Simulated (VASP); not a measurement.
The system is Ca3TlN.

```
Ca Tl N
1.0
     4.95382    0.00000    0.00000
     0.00000    4.95382    0.00000
     0.00000    0.00000    4.95382
Ca Tl N
3 1 1
Direct
  0.50000 0.50000 0.00000
  0.00000 0.50000 0.50000
  0.50000 0.00000 0.50000
  0.00000 0.00000 0.00000
  0.50000 0.50000 0.50000
```

Base run:

* Program: VASP 6.6.1
* Functional: LDA
* Potentials or basis: VASP PAW LDA potentials, release 64 (Ca_sv, Tl_d, N)
* Cutoff: 600 eV
* k mesh: 5 × 5 × 5
* Occupations: fermi-dirac, width 0.2 eV
* Spin: no spin polarisation

Its results: band gap on the k mesh zero (bands 24 and 25 overlap by 1.42 eV); pressure -4.1 GPa.

Problem. The run is repeated on the same cell with these changes: k mesh from 5 × 5 × 5 to 2 × 2 × 2. What comes out?

Solution. Band gap on the k mesh zero (bands 24 and 25 overlap by 1.45 eV); pressure -4.6 GPa.

Caveats: some runs use coarse meshes; spin-orbit coupling is left out, which moves the levels of the heavy elements; the cell stands under tension (at least some runs).
